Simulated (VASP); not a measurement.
# TiH2 (I4mm) in VASP: further runs

TiH2 is run at these levels: PBEsol; tasks: single point.

Program: VASP 6.6.1. These are calculated values, not measurements. Logs are shortened: lines on timing, memory, paths and dates and some standing lists are left out, and cuts for length are marked.

## 1. The cell of the first run

It takes space group I4mm (No. 107, tetragonal). The conventional cell has a = 3.193 Å, b = 3.193 Å, c = 4.267 Å, α = 90.00°, β = 90.00°, γ = 90.00°. Ti (site symmetry 4mm) has 8 H at 1.74 to 2.15 Å within 2.3 Å. Within 2.3 Å of H (site symmetry 2mm) lie 4 Ti at 1.74 to 2.15 Å and 6 H at 2.13 to 2.26 Å.

## 2. Single point, PBEsol (all Ti atoms moved +0.375 Å, as atom 1 along Cartesian [0 0 1])

The input, INCAR:

```
SYSTEM = TiH2
ALGO = Normal
EDIFF = 1E-6
ENCUT = 520
GGA = PS
ISIF = 2
ISMEAR = 0
LASPH = .True.
LCHARG = .True.
LELF = .True.
LREAL = .False.
LVHAR = .True.
LWAVE = .False.
NBANDS = 14
NELM = 60
PREC = Accurate
SIGMA = 0.15
```

The input, KPOINTS:

```
k-points
0
Gamma
  20 20 20
  0 0 0
```

The input, POSCAR:

```
TiH2
1.0
   -1.5965000000      1.5965000000      2.1335000000
    1.5965000000     -1.5965000000      2.1335000000
    1.5965000000      1.5965000000     -2.1335000000
Ti H
1 2
Direct
    0.0878837591      0.0878837591      0.0000000000
    0.7500000000      0.2500000000      0.5000000000
    0.2500000000      0.7500000000      0.5000000000
```

Potentials or basis: VASP PAW PBE potentials, release 64 (Ti_sv, H).

The run is started by

```bash
$ cat potpaw_PBE.64/Ti_sv/POTCAR potpaw_PBE.64/H/POTCAR > POTCAR
$ mpirun -np 1 vasp_std > vasp.out
```

OUTCAR:

```text
SYSTEM = TiH2
   EDIFF = 1E-6
   ENCUT = 520
   GGA = PS
   ISIF = 2
   ISMEAR = 0
   LASPH = .True.
   LREAL = .False.
   NELM = 60
   PREC = Accurate

 ion  position               nearest neighbor table
   1  0.088  0.088  0.000-   2 1.74   3 1.74   2 1.74   3 1.74
   2  0.750  0.250  0.500-   1 1.74   1 1.74
   3  0.250  0.750  0.500-   1 1.74   1 1.74

  LATTYP: Found a body centered tetragonal cell.
 ALAT       =     3.1930000000
 C/A-ratio  =     1.3363607892

  Lattice vectors:

 A1 = (  -1.5965000000,   1.5965000000,   2.1335000000)
 A2 = (   1.5965000000,  -1.5965000000,   2.1335000000)
 A3 = (   1.5965000000,   1.5965000000,  -2.1335000000)

Analysis of symmetry for initial positions (statically):
=====================================================================
 Subroutine PRICEL returns:
 Original cell was already a primitive cell.

 Routine SETGRP: Setting up the symmetry group for a
 body centered tetragonal supercell.

 Subroutine GETGRP returns: Found  8 space group operations
 (whereof  8 operations were pure point group operations)
 out of a pool of 16 trial point group operations.

The static configuration has the point symmetry C_4v.

Analysis of symmetry for dynamics (positions and initial velocities):
=====================================================================
 Subroutine PRICEL returns:
 Original cell was already a primitive cell.

 Routine SETGRP: Setting up the symmetry group for a
 body centered tetragonal supercell.

 Subroutine GETGRP returns: Found  8 space group operations
 (whereof  8 operations were pure point group operations)
 out of a pool of 16 trial point group operations.

The dynamic configuration has the point symmetry C_4v.

 Subroutine INISYM returns: Found  8 space group operations
 (whereof  8 operations are pure point group operations),
 and found     1 'primitive' translations

----------------------------------------------------------------------------------------

                                     Primitive cell

  volume of cell :      21.7516

  direct lattice vectors                    reciprocal lattice vectors
    -1.596500000  1.596500000  2.133500000     0.000000000  0.313185092  0.234356691
     1.596500000 -1.596500000  2.133500000     0.313185092  0.000000000  0.234356691
     1.596500000  1.596500000 -2.133500000     0.313185092  0.313185092  0.000000000

  length of vectors
     3.106355863  3.106355863  3.106355863     0.391162320  0.391162320  0.442910605

  position of ions in fractional coordinates (direct lattice)
     0.087883759  0.087883759  0.000000000
     0.750000000  0.250000000  0.500000000
     0.250000000  0.750000000  0.500000000

  ion indices of the primitive-cell ions
   primitive index   ion index
                 1           1
                 2           2
                 3           3

----------------------------------------------------------------------------------------

 KPOINTS: k-points

Automatic generation of k-mesh.
 Grid dimensions read from file:
 generate k-points for:   20   20   20

 Generating k-lattice:

  Cartesian coordinates                     Fractional coordinates (reciprocal lattice)
     0.000000000  0.015659255  0.011717835     0.050000000  0.000000000  0.000000000
     0.015659255  0.000000000  0.011717835     0.000000000  0.050000000  0.000000000
     0.015659255  0.015659255  0.000000000     0.000000000  0.000000000  0.050000000

  Length of vectors
     0.019558116  0.019558116  0.022145530

  Shift w.r.t. Gamma in fractional coordinates (k-lattice)
     0.000000000  0.000000000  0.000000000

 Subroutine IBZKPT returns following result:
 ===========================================

 Found    641 irreducible k-points:

 Following reciprocal coordinates:
            Coordinates               Weight
  0.000000  0.000000  0.000000      1.000000
  0.050000  0.000000 -0.000000      8.000000
  0.100000  0.000000 -0.000000      8.000000
  0.150000  0.000000 -0.000000      8.000000
  0.200000  0.000000 -0.000000      8.000000
  0.250000  0.000000 -0.000000      8.000000
[... 16 lines left out ...]
 -0.400000  0.050000  0.000000     16.000000
 -0.350000  0.050000  0.000000     16.000000
 [... further k-points ...]
   k-points           NKPTS =    641   k-points in BZ     NKDIM =    641   number of bands    NBANDS=     14
   number of dos      NEDOS =    301   number of ions     NIONS =      3
   total plane-waves  NPLWV =  13824
   dimension x,y,z NGX =    24 NGY =   24 NGZ =   24
   dimension x,y,z NGXF=    48 NGYF=   48 NGZF=   48
   ions per type =               1   2
   NGX,Y,Z   is equivalent  to a cutoff of  12.84, 12.84, 12.84 a.u.
   NGXF,Y,Z  is equivalent  to a cutoff of  25.69, 25.69, 25.69 a.u.
 SYSTEM =  TiH2
   PREC   = accura    normal or accurate (medium, high low for compatibility)
   ISTART =      0    job   : 0-new  1-cont  2-samecut
   ICHARG =      2    charge: 1-file 2-atom 10-const
   ISPIN  =      1    spin polarized calculation?
   LNONCOLLINEAR =      F non collinear calculations
   LSORBIT =      F    spin-orbit coupling
   LASPH  =      T    aspherical Exc in radial PAW
   ENCUT  =  520.0 eV  38.22 Ry    6.18 a.u.   5.78  5.78  5.78*2*pi/ulx,y,z
   NELM   =     60;   NELMIN=  2; NELMDL= -5     # of ELM steps
   EDIFF  = 0.1E-05   stopping-criterion for ELM
   LREAL  =      F    real-space projection
   EDIFFG = 0.1E-04   stopping-criterion for IOM
   NSW    =      0    number of steps for IOM
   IBRION =     -1    ionic relax: 0-MD 1-quasi-New 2-CG
   NFREE  =      0    steps in history (QN), initial steepest desc. (CG)
   ISIF   =      2    stress and relaxation
   ISYM   =      2    0-nonsym 1-usesym 2-fastsym
   POTIM  = 0.5000    time-step for ionic-motion
   TEBEG  =    0.0;   TEEND  =   0.0 temperature during run
   PSTRESS=    0.0 pullay stress
   NELECT =      14.0000    total number of electrons
   NUPDOWN=      -1.0000    fix difference up-down
   EMIN   =  10.00;   EMAX   =-10.00  energy-range for DOS
   EFERMI =   0.00;   METHOD = LEGACY
   ISMEAR =     0;   SIGMA  =   0.15  broadening in eV -4-tet -1-fermi 0-gaus
   EFERMI_NEDOS =   21; number of points for ismear=-14 and -15
   IALGO  =     38    algorithm
   IMIX   =      4    mixing-type and parameters
     AMIX     =   0.40;   BMIX     =  1.00
     AMIX_MAG =   1.60;   BMIX_MAG =  1.00
  volume/ion in A,a.u.               =       7.25        48.93
  Fermi-wavevector in a.u.,A,eV,Ry     =   1.413472  2.671076 27.183139  1.997904
  Thomas-Fermi vector in A             =   2.535114
   LORBIT       =      0    0 simple, 1 ext, 2 COOP (PROOUT), +10 PAW based schemes
   GGA     = PS    functional components
   LHFCALC =     F    Hartree Fock is set to
   AEXX    =    0.0000 exact exchange contribution
   IVDW    =     0    specifies the selected vdW correction
   LEPSILON=     F    determine dielectric tensor
   LRPA    =     F    only Hartree local field effects (RPA)
 non-spin polarized calculation
 Gauss-broadening in eV      SIGMA  =   0.15
  energy-cutoff  :      520.00
  volume of cell :       21.75
 maximum number of plane-waves:       600
   NGX = 11   NGY = 11   NGZ = 11

 number of electron      13.9999999 magnetization

 Free energy of the ion-electron system (eV)
  ---------------------------------------------------
  ext. energy  EPLUGINS =         0.00000000
  ---------------------------------------------------
  free energy    TOTEN  =       -16.02067009 eV

  energy without entropy =      -16.00193989  energy(sigma->0) =      -16.01130499

 E-fermi :   7.5115     XC(G=0): -11.6610

 val. band max:        7.5107713941   @ k =   0.2500   0.0500  -0.0000
 cond. band min:       7.5146971963   @ k =  -0.1000  -0.4500   0.0500
 fundamental gap:      0.0039258022
 Fermi energy:         7.5114588024

 k-point     1 :       0.0000    0.0000    0.0000
  band No.  band energies     occupation
      1     -49.3869      2.00000
      2     -25.5820      2.00000
      3     -25.5737      2.00000
      4     -25.5737      2.00000
      5      -2.8156      2.00000
      6       5.1559      2.00000
      7       7.3437      1.88620
      8       7.3437      1.88620
      9       8.8824      0.00000
     10       9.1129      0.00000
     11      11.3934      0.00000
     12      21.7364      0.00000
     13      22.7107      0.00000
     14      22.7107      0.00000

 k-point     2 :       0.0500    0.0000   -0.0000
  band No.  band energies     occupation
      1     -49.3854      2.00000
      2     -25.5888      2.00000
      3     -25.5782      2.00000
      4     -25.5753      2.00000
      5      -2.7535      2.00000
      6       5.0712      2.00000
      7       7.3323      1.90879
      8       7.3680      1.82370
      9       8.8687      0.00000
     10       9.0933      0.00000
     11      11.5474      0.00000
     12      21.1546      0.00000
     13      22.7423      0.00000
     14      22.8067      0.00000

 k-point     3 :       0.1000    0.0000   -0.0000
  band No.  band energies     occupation
      1     -49.3813      2.00000
      2     -25.6172      2.00000
      3     -25.5826      2.00000
      4     -25.5797      2.00000
      5      -2.5702      2.00000
      6       4.8291      2.00000
      7       7.3290      1.91453
      8       7.4326      1.54287
      9       8.8381      0.00000
     10       9.0415      0.00000
     11      11.9507      0.00000
     12      20.1268      0.00000
     13      22.6402      0.00000
     14      22.8233      0.00000

 k-point     4 :       0.1500    0.0000   -0.0000
  band No.  band energies     occupation
      1     -49.3748      2.00000
      2     -25.6628      2.00000
      3     -25.5877      2.00000
      4     -25.5867      2.00000
      5      -2.2749      2.00000
      6       4.4713      2.00000
      7       7.3714      1.81324
      8       7.5108      1.00517
      9       8.8228      0.00000
     10       8.9795      0.00000
     11      12.4722      0.00000
     12      19.0527      0.00000
     13      22.0495      0.00000
     14      22.9129      0.00000

 k-point     5 :       0.2000    0.0000   -0.0000
  band No.  band energies     occupation
      1     -49.3667      2.00000
      2     -25.7202      2.00000
      3     -25.5954      2.00000
      4     -25.5938      2.00000
      5      -1.8833      2.00000
      6       4.0578      2.00000
      7       7.4499      1.43854
      8       7.5603      0.64527
      9       8.8708      0.00000
     10       8.9436      0.00000
     11      12.9667      0.00000
[... 276 lines left out ...]
 k-point    22 :      -0.4500    0.0500    0.0000
  band No.  band energies     occupation
      1     -49.3302      2.00000
      2     -25.9626      2.00000
      3     -25.6383      2.00000
      4     -25.6243      2.00000
      5       0.2886      2.00000
      6       2.5940      2.00000
      7       7.2288      1.99231
      8       7.5430      0.76586
      9       9.5970      0.00000
     10       9.8590      0.00000
     11      12.3709      0.00000
     12      15.3689      0.00000
     13      18.7201      0.00000
     14      21.0274      0.00000

 k-point    23 :      -0.4000    0.0500    0.0000
  band No.  band energies     occupation
      1     -49.3352      2.00000
      2     -25.9295      2.00000
      3     -25.6321      2.00000
      4     -25.6213      2.00000
      5      -0.0767      2.00000
      6       2.8044      2.00000
      7       7.2917      1.96175
      8       7.5527      0.69768
      9       9.3938      0.00000
     10       9.6822      0.00000
     11      12.7547      0.00000
     12      15.6312      0.00000
     13      18.8968      0.00000
     14      21.4047      0.00000

 k-point    24 :      -0.3500    0.0500    0.0000
  band No.  band energies     occupation
      1     -49.3424      2.00000
      2     -25.8820      2.00000
      3     -25.6240      2.00000
      4     -25.6163      2.00000
      5      -0.5427      2.00000
      6       3.0873      2.00000
      7       7.3777      1.79267
      8       7.5647      0.61540
      9       9.1406      0.00000
     10       9.4678      0.00000
     11      13.1452      0.00000
     12      16.0507      0.00000
     13      19.2035      0.00000
     14      21.8109      0.00000

 [... further k-points ...]
[... 5 lines left out ...]
  --------------------------------------------------------------------------------------
  -------------------------------------------------------------------------------------
  Total        0.6407587      0.6407587     -0.3133189      0.0000000      0.0000000      0.0000000
  in kB       47.1970242     47.1970242    -23.0784507      0.0000000      0.0000000      0.0000000
  external PRESSURE =      23.7718659 kB  Pullay stress =       0.0000000 kB

 VOLUME and BASIS-vectors are now :
 -----------------------------------------------------------------------------
  energy-cutoff  :      520.00
  volume of cell :       21.75
      direct lattice vectors                 reciprocal lattice vectors
    -1.596500000  1.596500000  2.133500000     0.000000000  0.313185092  0.234356691
     1.596500000 -1.596500000  2.133500000     0.313185092  0.000000000  0.234356691
     1.596500000  1.596500000 -2.133500000     0.313185092  0.313185092  0.000000000

 POSITION                                       TOTAL-FORCE (eV/Angst)
 -----------------------------------------------------------------------------------
      0.00000      0.00000      0.37500         0.000000      0.000000     -3.096339
     -0.00000      1.59650      1.06675        -0.000000     -0.000000      1.548169
      1.59650     -0.00000      1.06675        -0.000000     -0.000000      1.548169
 -----------------------------------------------------------------------------------
    total drift:                               -0.000001     -0.000001     -0.000226

  FREE ENERGIE OF THE ION-ELECTRON SYSTEM (eV)
  ---------------------------------------------------
  free  energy   TOTEN  =       -16.0206700873 eV

  energy  without entropy=      -16.0019398869  energy(sigma->0) =      -16.01130499
```

Wall time 3.9 min (1 thread of Oxide Virtual Turin-like, shared host); peak memory 0.26 GiB.

Results:

| Property | Result |
| --- | --- |
| Free energy | -16.0207 eV |
| Pressure | 2.4 GPa |
| Largest force | 3.096 eV/Å |
| Band gap on the k mesh | zero (band 7 reaches 7.92 eV, above the bottom of band 8 at 7.34 eV) |

Forces in eV/Å, atoms in the order of the input:
```
Ti   0.000  0.000 -3.096
H    0.000  0.000  1.548
H    0.000  0.000  1.548
```

Stress tensor (GPa, compression positive):
```
 4.72  0.00  0.00
 0.00  4.72  0.00
 0.00  0.00 -2.31
```

Caveat: the cell differs from its parent crystal (all Ti atoms moved +0.375 Å, as atom 1 along Cartesian [0 0 1]); the PAW data sets were made with another functional, which shifts forces and pressure a little.

## 3. Single point, PBEsol (all Ti atoms moved +0.125 Å, as atom 1 along Cartesian [0 0 1])

The input, INCAR:

```
SYSTEM = TiH2
PREC     = Accurate       ! precision mode
ENCUT    = 520            ! plane-wave cutoff, eV
EDIFF    = 1E-6           ! SCF threshold, eV
ISMEAR   = 0              ! smearing method
SIGMA    = 0.15           ! smearing width, eV
LREAL    = .False.        ! projectors in reciprocal space
LASPH    = .True.         ! aspherical terms in the spheres
NELM     = 60             ! most SCF steps
ALGO     = Normal         ! electronic algorithm
ISIF     = 2              ! what is computed and relaxed
LWAVE    = .False.        ! write WAVECAR
LCHARG   = .True.         ! write CHGCAR
GGA      = PS             ! functional
LELF     = .True.         ! ELF
LVHAR    = .True.       
NBANDS   = 14             ! bands
```

The input, KPOINTS:

```
Automatic mesh
0
Gamma
  20 20 20
  0 0 0
```

Changes to POSCAR since step 2:

```diff
@@ -8,3 +8,3 @@
 Direct
-    0.0878837591      0.0878837591      0.0000000000
+    0.0292945864      0.0292945864      0.0000000000
     0.7500000000      0.2500000000      0.5000000000
```

Potentials or basis: VASP PAW PBE potentials, release 64 (Ti_sv, H).

The run is started by

```bash
$ cat potpaw_PBE.64/Ti_sv/POTCAR potpaw_PBE.64/H/POTCAR > POTCAR
$ mpirun -np 1 vasp_std > vasp.out
```

OUTCAR:

```text
SYSTEM = TiH2
   PREC = Accurate
   ENCUT = 520
   EDIFF = 1E-6
   ISMEAR = 0
   LREAL = .False.
   LASPH = .True.
   NELM = 60
   ISIF = 2
   GGA = PS

 ion  position               nearest neighbor table
   1  0.029  0.029  0.000-   2 1.85   3 1.85   2 1.85   3 1.85
   2  0.750  0.250  0.500-   1 1.85   1 1.85
   3  0.250  0.750  0.500-   1 1.85   1 1.85

  LATTYP: Found a body centered tetragonal cell.
 ALAT       =     3.1930000000
 C/A-ratio  =     1.3363607892

  Lattice vectors:

 A1 = (  -1.5965000000,   1.5965000000,   2.1335000000)
[... 590 lines left out ...]
     12      15.6762      0.00000
     13      19.6967      0.00000
     14      21.5558      0.00000

 [... further k-points ...]
[... 5 lines left out ...]
  --------------------------------------------------------------------------------------
  -------------------------------------------------------------------------------------
  Total       -0.5827034     -0.5827034     -0.6700434      0.0000000     -0.0000000      0.0000000
  in kB      -42.9207834    -42.9207834    -49.3540766      0.0000000     -0.0000000      0.0000000
  external PRESSURE =     -45.0652144 kB  Pullay stress =       0.0000000 kB

 VOLUME and BASIS-vectors are now :
 -----------------------------------------------------------------------------
  energy-cutoff  :      520.00
  volume of cell :       21.75
      direct lattice vectors                 reciprocal lattice vectors
    -1.596500000  1.596500000  2.133500000     0.000000000  0.313185092  0.234356691
     1.596500000 -1.596500000  2.133500000     0.313185092  0.000000000  0.234356691
     1.596500000  1.596500000 -2.133500000     0.313185092  0.313185092  0.000000000

 POSITION                                       TOTAL-FORCE (eV/Angst)
 -----------------------------------------------------------------------------------
      0.00000      0.00000      0.12500        -0.000000     -0.000000     -1.135537
     -0.00000      1.59650      1.06675        -0.000000      0.000000      0.567768
      1.59650     -0.00000      1.06675         0.000000     -0.000000      0.567768
 -----------------------------------------------------------------------------------
    total drift:                               -0.000001     -0.000001     -0.000049

  FREE ENERGIE OF THE ION-ELECTRON SYSTEM (eV)
  ---------------------------------------------------
  free  energy   TOTEN  =       -16.5621332145 eV

  energy  without entropy=      -16.5448250897  energy(sigma->0) =      -16.55347915
```

OSZICAR:

```text
N       E                     dE             d eps       ncg     rms          rms(c)
DAV:   1     0.936261386489E+02    0.93626E+02   -0.67192E+03 18000   0.116E+03
DAV:   2    -0.135868616646E+02   -0.10721E+03   -0.10315E+03 18896   0.311E+02
DAV:   3    -0.189949700032E+02   -0.54081E+01   -0.53617E+01 26092   0.664E+01
DAV:   4    -0.190875032799E+02   -0.92533E-01   -0.92483E-01 19550   0.802E+00
DAV:   5    -0.190893557191E+02   -0.18524E-02   -0.18524E-02 21414   0.102E+00    0.139E+01
DAV:   6    -0.166458936474E+02    0.24435E+01   -0.33670E+00 18662   0.310E+01    0.286E+00
DAV:   7    -0.165703718685E+02    0.75522E-01   -0.33487E-01 22226   0.474E+00    0.139E+00
DAV:   8    -0.165616090036E+02    0.87629E-02   -0.61740E-02 20698   0.328E+00    0.544E-01
DAV:   9    -0.165623881369E+02   -0.77913E-03   -0.55545E-03 26050   0.101E+00    0.178E-01
DAV:  10    -0.165621390170E+02    0.24912E-03   -0.91418E-04 18912   0.493E-01    0.202E-02
DAV:  11    -0.165621352485E+02    0.37685E-05   -0.41462E-05 20276   0.838E-02    0.126E-02
DAV:  12    -0.165621330796E+02    0.21689E-05   -0.85960E-07 16190   0.114E-02    0.241E-03
DAV:  13    -0.165621332145E+02   -0.13497E-06   -0.25994E-07  9442   0.598E-03
   1 F= -.16562133E+02 E0= -.16553479E+02  d E =-.173081E-01
```

It took 3.7 min on 1 thread of Oxide Virtual Turin-like, shared host; peak memory 0.27 GiB.

Results:

| Quantity | Value |
| --- | --- |
| Free energy | -16.5621 eV |
| Pressure | -4.5 GPa |
| Largest force | 1.136 eV/Å |
| Band gap on the k mesh | zero (band 7 reaches 7.87 eV, above the bottom of band 8 at 7.25 eV) |

Forces in eV/Å, atoms in the order of the input:
```
Ti   0.000  0.000 -1.136
H    0.000  0.000  0.568
H    0.000  0.000  0.568
```

Caveat: the cell differs from its parent crystal (all Ti atoms moved +0.125 Å, as atom 1 along Cartesian [0 0 1]); the PAW data sets were made with another functional, which shifts forces and pressure a little.

[end of part 1 of 2]
